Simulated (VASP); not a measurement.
Write the native input for VASP 6.6.1 that does the following.

* Task: single point
* Functional: PBEsol
* Potentials or basis: VASP PAW PBE potentials, release 64 (C, Se)
* Cutoff: 520 eV
* k mesh: 2 × 2 × 1
* Occupations: gaussian, width 0.05 eV
* Spin: no spin polarisation
* Dipole correction: no
* Further INCAR settings: LREAL = Auto; ALGO = Normal; EDIFF = 1e-06; NBANDS = 54

The structure of C18Se lies in POSCAR:

```
C18Se
1.0
    7.3980000000      0.0000000000      0.0000000000
   -3.6990000000      6.4068560000      0.0000000000
    0.0000000000      0.0000000000     11.0000000000
C Se
18 1
Direct
    0.0046038467      0.0041976907      0.0874400000
    0.2260104811      0.1144183668      0.0845506364
    0.0040742861      0.3355083991      0.0882537273
    0.2265185587      0.4481130839      0.0857024545
    0.0051442352      0.6709016092      0.1070756364
    0.2307310471      0.7840844246      0.0918709091
    0.3383419228      0.0035575952      0.0850881818
    0.5605234105      0.1147970237      0.0848353636
    0.3374398047      0.3368404097      0.0831856364
    0.5598384804      0.4484122946      0.0844203636
    0.3388462902      0.6704219667      0.0869028182
    0.5598491430      0.7816885536      0.0862119091
    0.6709745125      0.0036189357      0.0872220909
    0.8930120690      0.1151271388      0.0868295455
    0.6704298275      0.3359115610      0.0863097273
    0.8909093044      0.4445177166      0.0953310000
    0.6699530195      0.6696654334      0.0874786364
    0.8916592735      0.7832904314      0.0945442727
   -0.0087101628      0.6620798095      0.2967473636
```

One way to write it, as run:

INCAR

```
SYSTEM = C18Se
PREC = Accurate
ENCUT = 520
EDIFF = 1E-6
ISMEAR = 0
SIGMA = 0.05
LREAL = Auto
LASPH = .TRUE.
NELM = 80
ALGO = Normal
ISIF = 2
LWAVE = .FALSE.
LCHARG = .FALSE.
GGA = PS
NBANDS = 54
```

KPOINTS

```
regular mesh
0
G
  2 2 1
  0 0 0
```

Potentials or basis: VASP PAW PBE potentials, release 64 (C, Se).

Command:

```console
$ cat potpaw_PBE.64/C/POTCAR potpaw_PBE.64/Se/POTCAR > POTCAR
$ mpirun -np 1 vasp_std > vasp.out
```

Results of the run:

The largest force is 0.036 eV/Å and the band gap on the k mesh is 0.14 eV, direct.

Caveat: the k points lie up to 0.49 Å⁻¹ apart; the PAW data sets were made with another functional, which shifts forces and pressure a little.

Run time: 120 s on 1 thread of Intel(R) Xeon(R) 6975P-C (Granite Rapids), with other jobs on the host, peak memory 0.56 GiB.
